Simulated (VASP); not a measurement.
# Lu (Pm-3m) in VASP: relaxation of cell and atoms with PBE

Aim: the relaxation of cell and atoms of Lu with PBE.

All numbers are computed with VASP 6.6.1; they aren't measurements. Logs are shortened: lines on timing, memory, paths and dates and some standing lists are left out, and cuts for length are marked.

## 1. The cell of the first run

Symmetry: Pm-3m, No. 221, cubic system. Conventional cell: a = 3.158 Å, b = 3.158 Å, c = 3.158 Å, α = 90.00°, β = 90.00°, γ = 90.00°. Within 4.2 Å of Lu (site symmetry m-3m) lie 6 Lu at 3.16 Å.

This isn't the form of Lu at room conditions, which is hcp.

## 2. Relaxation of cell and atoms, PBE

The input, INCAR:

```
PREC = Accurate
ENCUT = 600
EDIFF = 1E-7
ISMEAR = -1
SIGMA = 0.1
LREAL = False
LASPH = True
NELM = 60
ALGO = Normal
ISIF = 3
LWAVE = False
LCHARG = False
GGA = PE
IBRION = 2
NSW = 60
EDIFFG = -0.005
```

The input, KPOINTS:

```
Automatic mesh
0
Gamma
  12 12 12
```

The input, POSCAR:

```
Lu
1.0
    3.1583361962      0.0000000000      0.0000000000
    0.0000000000      3.1583361962      0.0000000000
    0.0000000000      0.0000000000      3.1583361962
Lu
1
Direct
    0.0000000000      0.0000000000      0.0000000000
```

Potentials or basis: VASP PAW PBE potentials, release 64 (Lu).

The run is started by

```bash
cat potpaw_PBE.64/Lu/POTCAR > POTCAR
mpirun -np 1 vasp_std > vasp.out
```

OUTCAR:

```text
PREC = Accurate
   ENCUT = 600
   EDIFF = 1E-7
   ISMEAR = -1
   LREAL = False
   LASPH = True
   NELM = 60
   ISIF = 3
   GGA = PE
   IBRION = 2
   NSW = 60
   EDIFFG = -0.005

 ion  position               nearest neighbor table
   1  0.000  0.000  0.000-

  LATTYP: Found a simple cubic cell.
 ALAT       =     3.1583361962

  Lattice vectors:

 A1 = (   3.1583361962,   0.0000000000,   0.0000000000)
 A2 = (   0.0000000000,   3.1583361962,   0.0000000000)
 A3 = (   0.0000000000,   0.0000000000,   3.1583361962)

Analysis of symmetry for initial positions (statically):
=====================================================================
 Subroutine PRICEL returns:
 Original cell was already a primitive cell.

 Routine SETGRP: Setting up the symmetry group for a
 simple cubic supercell.

 Subroutine GETGRP returns: Found 48 space group operations
 (whereof 48 operations were pure point group operations)
 out of a pool of 48 trial point group operations.

The static configuration has the point symmetry O_h .

Analysis of symmetry for dynamics (positions and initial velocities):
=====================================================================
 Subroutine PRICEL returns:
 Original cell was already a primitive cell.

 Routine SETGRP: Setting up the symmetry group for a
 simple cubic supercell.

 Subroutine GETGRP returns: Found 48 space group operations
 (whereof 48 operations were pure point group operations)
 out of a pool of 48 trial point group operations.

The dynamic configuration has the point symmetry O_h .

 Subroutine INISYM returns: Found 48 space group operations
 (whereof 48 operations are pure point group operations),
 and found     1 'primitive' translations

----------------------------------------------------------------------------------------

                                     Primitive cell

  volume of cell :      31.5047

  direct lattice vectors                    reciprocal lattice vectors
     3.158336196  0.000000000  0.000000000     0.316622404  0.000000000  0.000000000
     0.000000000  3.158336196  0.000000000     0.000000000  0.316622404  0.000000000
     0.000000000  0.000000000  3.158336196     0.000000000  0.000000000  0.316622404

  length of vectors
     3.158336196  3.158336196  3.158336196     0.316622404  0.316622404  0.316622404

  position of ions in fractional coordinates (direct lattice)
     0.000000000  0.000000000  0.000000000

  ion indices of the primitive-cell ions
   primitive index   ion index
                 1           1

----------------------------------------------------------------------------------------

 KPOINTS: Automatic mesh

Automatic generation of k-mesh.
 Grid dimensions read from file:
 generate k-points for:   12   12   12

 Generating k-lattice:

  Cartesian coordinates                     Fractional coordinates (reciprocal lattice)
     0.026385200  0.000000000  0.000000000     0.083333333  0.000000000  0.000000000
     0.000000000  0.026385200  0.000000000     0.000000000  0.083333333  0.000000000
     0.000000000  0.000000000  0.026385200     0.000000000  0.000000000  0.083333333

  Length of vectors
     0.026385200  0.026385200  0.026385200

  Shift w.r.t. Gamma in fractional coordinates (k-lattice)
     0.000000000  0.000000000  0.000000000

 Subroutine IBZKPT returns following result:
 ===========================================

 Found     84 irreducible k-points:

 Following reciprocal coordinates:
            Coordinates               Weight
  0.000000  0.000000  0.000000      1.000000
  0.083333  0.000000  0.000000      6.000000
  0.166667  0.000000  0.000000      6.000000
  0.250000  0.000000  0.000000      6.000000
  0.333333  0.000000  0.000000      6.000000
  0.416667  0.000000  0.000000      6.000000
[... 16 lines left out ...]
  0.333333  0.333333  0.000000     12.000000
  0.416667  0.333333  0.000000     24.000000
 [... further k-points ...]
   k-points           NKPTS =     84   k-points in BZ     NKDIM =     84   number of bands    NBANDS=     16
   number of dos      NEDOS =    301   number of ions     NIONS =      1
   total plane-waves  NPLWV =  21952
   dimension x,y,z NGX =    28 NGY =   28 NGZ =   28
   dimension x,y,z NGXF=    56 NGYF=   56 NGZF=   56
   ions per type =               1
   NGX,Y,Z   is equivalent  to a cutoff of  14.74, 14.74, 14.74 a.u.
   NGXF,Y,Z  is equivalent  to a cutoff of  29.48, 29.48, 29.48 a.u.
 SYSTEM =  unknown system
   PREC   = accura    normal or accurate (medium, high low for compatibility)
   ISTART =      0    job   : 0-new  1-cont  2-samecut
   ICHARG =      2    charge: 1-file 2-atom 10-const
   ISPIN  =      1    spin polarized calculation?
   LNONCOLLINEAR =      F non collinear calculations
   LSORBIT =      F    spin-orbit coupling
   LASPH  =      T    aspherical Exc in radial PAW
   ENCUT  =  600.0 eV  44.10 Ry    6.64 a.u.   6.31  6.31  6.31*2*pi/ulx,y,z
   NELM   =     60;   NELMIN=  2; NELMDL= -5     # of ELM steps
   EDIFF  = 0.1E-06   stopping-criterion for ELM
   LREAL  =      F    real-space projection
   EDIFFG = -.5E-02   stopping-criterion for IOM
   NSW    =     60    number of steps for IOM
   IBRION =      2    ionic relax: 0-MD 1-quasi-New 2-CG
   NFREE  =      1    steps in history (QN), initial steepest desc. (CG)
   ISIF   =      3    stress and relaxation
   ISYM   =      2    0-nonsym 1-usesym 2-fastsym
   POTIM  = 0.5000    time-step for ionic-motion
   TEBEG  =    0.0;   TEEND  =   0.0 temperature during run
   PSTRESS=    0.0 pullay stress
   NELECT =      25.0000    total number of electrons
   NUPDOWN=      -1.0000    fix difference up-down
   EMIN   =  10.00;   EMAX   =-10.00  energy-range for DOS
   EFERMI =   0.00;   METHOD = LEGACY
   ISMEAR =    -1;   SIGMA  =   0.10  broadening in eV -4-tet -1-fermi 0-gaus
   EFERMI_NEDOS =   21; number of points for ismear=-14 and -15
   IALGO  =     38    algorithm
   IMIX   =      4    mixing-type and parameters
     AMIX     =   0.40;   BMIX     =  1.00
     AMIX_MAG =   1.60;   BMIX_MAG =  1.00
  volume/ion in A,a.u.               =      31.50       212.60
  Fermi-wavevector in a.u.,A,eV,Ry     =   1.515641  2.864147 31.254882  2.297169
  Thomas-Fermi vector in A             =   2.625138
   LORBIT       =      0    0 simple, 1 ext, 2 COOP (PROOUT), +10 PAW based schemes
   GGA     = PE    functional components
   LHFCALC =     F    Hartree Fock is set to
   AEXX    =    0.0000 exact exchange contribution
   IVDW    =     0    specifies the selected vdW correction
   LEPSILON=     F    determine dielectric tensor
   LRPA    =     F    only Hartree local field effects (RPA)
 conjugate gradient relaxation of ions
 non-spin polarized calculation
  energy-cutoff  :      600.00
  volume of cell :       31.50
 maximum number of plane-waves:      1068
 NGX is ok and might be reduce to    28
   NGX = 13   NGY = 13   NGZ = 13

--------------------------------------- Ionic step        1  -------------------------------------------

 number of electron      24.9999997 magnetization

 Free energy of the ion-electron system (eV)
  ---------------------------------------------------
  ext. energy  EPLUGINS =         0.00000000
  ---------------------------------------------------
  free energy    TOTEN  =        -3.69165035 eV

  energy without entropy =       -3.62881359  energy(sigma->0) =       -3.66023197

------------------------ aborting loop because EDIFF is reached ----------------------------------------

  FORCE on cell =-STRESS in cart. coord.  units (eV):
  Direction    XX          YY          ZZ          XY          YZ          ZX
  --------------------------------------------------------------------------------------
  -------------------------------------------------------------------------------------
  Total        0.3195348      0.3195348      0.3195348      0.0000000      0.0000000     -0.0000000
  in kB       16.2500133     16.2500133     16.2500133      0.0000000      0.0000000     -0.0000000
  external PRESSURE =      16.2500133 kB  Pullay stress =       0.0000000 kB
[... 55 lines left out ...]
  energy  without entropy=       -3.6364806657  energy(sigma->0) =       -3.66796624

--------------------------------------- Ionic step        3  -------------------------------------------

 number of electron      25.0000009 magnetization

 Free energy of the ion-electron system (eV)
  ---------------------------------------------------
  ext. energy  EPLUGINS =         0.00000000
  ---------------------------------------------------
  free energy    TOTEN  =        -3.69952399 eV

  energy without entropy =       -3.63656009  energy(sigma->0) =       -3.66804204

 E-fermi :   1.6881     XC(G=0): -10.0152

 val. band max:        1.6818412874   @ k =   0.1667   0.0000   0.0000
 cond. band min:       1.7242519692   @ k =   0.1667   0.1667   0.0000
 fundamental gap:      0.0424106818
 Fermi energy:         1.6880795808

 k-point     1 :       0.0000    0.0000    0.0000
  band No.  band energies     occupation
      1     -55.0334      2.00000
      2     -25.4472      2.00000
      3     -25.4472      2.00000
      4     -25.4472      2.00000
      5      -3.9222      2.00000
      6      -3.7426      2.00000
[... 8 lines left out ...]
     15       7.6547      0.00000
     16       7.6547      0.00000
[... 420 lines left out ...]
  band No.  band energies     occupation
      1     -54.9907      2.00000
      2     -25.8812      2.00000
      3     -25.7811      2.00000
      4     -25.3730      2.00000
      5      -3.7829      2.00000
      6      -3.7709      2.00000
[... 8 lines left out ...]
     15       4.5784      0.00000
     16       5.4661      0.00000

 [... further k-points ...]

------------------------ aborting loop because EDIFF is reached ----------------------------------------

  FORCE on cell =-STRESS in cart. coord.  units (eV):
  Direction    XX          YY          ZZ          XY          YZ          ZX
  --------------------------------------------------------------------------------------
  -------------------------------------------------------------------------------------
  Total       -0.0007079     -0.0007079     -0.0007079      0.0000000     -0.0000000      0.0000000
  in kB       -0.0342186     -0.0342186     -0.0342186      0.0000000     -0.0000000      0.0000000
  external PRESSURE =      -0.0342186 kB  Pullay stress =       0.0000000 kB
[... 16 lines left out ...]
  FREE ENERGIE OF THE ION-ELECTRON SYSTEM (eV)
  ---------------------------------------------------
  free  energy   TOTEN  =        -3.6995239888 eV

  energy  without entropy=       -3.6365600883  energy(sigma->0) =       -3.66804204

 reached required accuracy - stopping structural energy minimisation
```

Wall time 60 s (1 thread of Intel Xeon 6975P-C (Granite Rapids), shared host); peak memory 0.21 GiB.

Results:

```yaml
Free_energy: -3.6995 eV
Relaxed_volume: 33.14 Å³/atom
Relaxed_cell: a = 3.212 Å, b = 3.212 Å, c = 3.212 Å, α = 90.00°, β = 90.00°, γ = 90.00°
Space_group_after_relaxing_to_0.1_Å: Pm-3m (No. 221)
Energy_gained_by_relaxing: 7.9 meV/atom
Ionic_steps: 3
Pressure_after_relaxing: 0.0 GPa
Band_gap_on_the_k_mesh: zero (an odd number of electrons rules out a gap without spin polarisation)
```

The path:
| step | energy change (eV) | largest force (eV/Å) | pressure (GPa) | volume (Å³) |
| --- | --- | --- | --- | --- |
| 1 | 0.0000 | 0.0000 | 1.63 | 31.50 |
| 2 | -0.0078 | 0.0000 | 0.13 | 32.98 |
| 3 | -0.0079 | 0.0000 | 0.00 | 33.14 |

Final structure:
```
Lu
1.0
     3.21220    0.00000    0.00000
     0.00000    3.21220    0.00000
     0.00000    0.00000    3.21220
Lu
1
Direct
  0.00000 0.00000 0.00000
```

Levels at points of the mesh, in eV from the Fermi level:
```csv
k point,band 10,band 11,band 12,band 13,band 14,band 15,band 16
"(0.00, 0.00, 0.00)",-5.40,-5.40,-5.37,-0.37,-0.37,5.97,5.97
"(0.50, 0.00, 0.00)",-5.36,-5.36,-2.69,-0.39,0.39,3.22,3.22
"(0.50, 0.50, 0.00)",-5.37,-5.35,-1.70,-0.19,3.21,3.21,3.83
"(0.50, 0.50, 0.50)",-5.37,-5.37,-0.36,-0.36,-0.36,6.13,7.42
```

Caveat: spin-orbit coupling is left out, which moves the levels of the heavy elements.
